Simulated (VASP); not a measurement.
Here is a VASP 6.6.1 calculation.

Contents of INCAR:

```
SYSTEM = Ti
ALGO = Normal ; EDIFF = 1E-6
ENCUT = 520 ; GGA = PE
ISIF = 2 ; ISMEAR = 0
ISPIN = 2 ; LASPH = .TRUE.
LCHARG = .FALSE. ; LMAXMIX = 4
LORBIT = 11 ; LREAL = .FALSE.
LWAVE = .FALSE. ; MAGMOM = 0.125
NBANDS = 16 ; NELM = 150
NUPDOWN = 0.125 ; PREC = Accurate
SIGMA = 0.15
```

Contents of KPOINTS:

```
k-points
0
G
  20 20 20
  0 0 0
```

Contents of POSCAR:

```
Ti
1.0
    0.0000000000      1.9702256091      1.9702256091
    1.9702256091      0.0000000000      1.9702256091
    1.9702256091      1.9702256091      0.0000000000
Ti
1
Direct
    0.0000000000      0.0000000000      0.0000000000
```

Potentials or basis: VASP PAW PBE potentials, release 64 (Ti_sv).

Run with:

```console
$ cat potpaw_PBE.64/Ti_sv/POTCAR > POTCAR
$ mpirun -np 1 vasp_std > vasp.out
```

(1) Estimate the pressure.

Answers

(1) 16.7 GPa.

Caveat: the total moment is fixed, so each spin has its own Fermi level.
